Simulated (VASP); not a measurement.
Wanted: the native input for a VASP 6.6.1 run.

- Task: relaxation of cell and atoms
- Functional: PBE
- Dispersion: D3(BJ)
- Potentials or basis: VASP PAW PBE potentials, release 64 (Ge_d)
- Cutoff: 600 eV
- k mesh: 10 × 10 × 10
- Occupations: fermi-dirac, width 0.05 eV
- Spin: no spin polarisation
- Dipole correction: no
- Further INCAR settings: ALGO = Normal; EDIFF = 1e-07; IBRION = 2; EDIFFG = -0.01; NSW = 60; ISIF = 3

The structure of Ge lies in POSCAR:

```
Ge
1.0
    2.7104700000      0.0000000000      0.0000000000
    0.0000000000      2.7104700000      0.0000000000
    0.0000000000      0.0000000000      2.7104700000
Ge
1
Direct
    0.0000000000      0.0000000000      0.0000000000
```

These files were run (other wordings do the same):

INCAR

```
SYSTEM = Ge
ALGO = Normal
EDIFF = 1E-7
EDIFFG = -0.01
ENCUT = 600
GGA = PE
IBRION = 2
ISIF = 3
ISMEAR = -1
IVDW = 12
LASPH = .True.
LCHARG = .False.
LREAL = .False.
LWAVE = .False.
NELM = 80
NSW = 60
PREC = Accurate
SIGMA = 0.05
```

KPOINTS

```
k-points
0
Gamma
  10 10 10
  0 0 0
```

Potentials or basis: VASP PAW PBE potentials, release 64 (Ge_d).

Command:

```bash
$ cat potpaw_PBE.64/Ge_d/POTCAR > POTCAR
$ mpirun -np 1 vasp_std > vasp.out
```

It gave:

```yaml
Relaxed_volume: 19.02 Å³/atom
Relaxed_cell: a = 2.669 Å, b = 2.669 Å, c = 2.669 Å, α = 90.00°, β = 90.00°, γ = 90.00°
Space_group_after_relaxing_to_0.05_Å: Pm-3m (No. 221)
Energy_gained_by_relaxing: 9.0 meV/atom
Ionic_steps: 3
Pressure_after_relaxing: 0.1 GPa
Band_gap_on_the_k_mesh: zero (band 7 reaches 13.24 eV, above the bottom of band 8 at 3.74 eV)
Dispersion_energy_per_atom: -0.352 eV
```

Caveat: pairwise dispersion overbinds metals, which lowers pressure and volume.

Wall time 12 s on 1 thread of Intel(R) Xeon(R) Platinum 8488C (Sapphire Rapids), with other jobs on the host, peak memory 0.15 GiB.
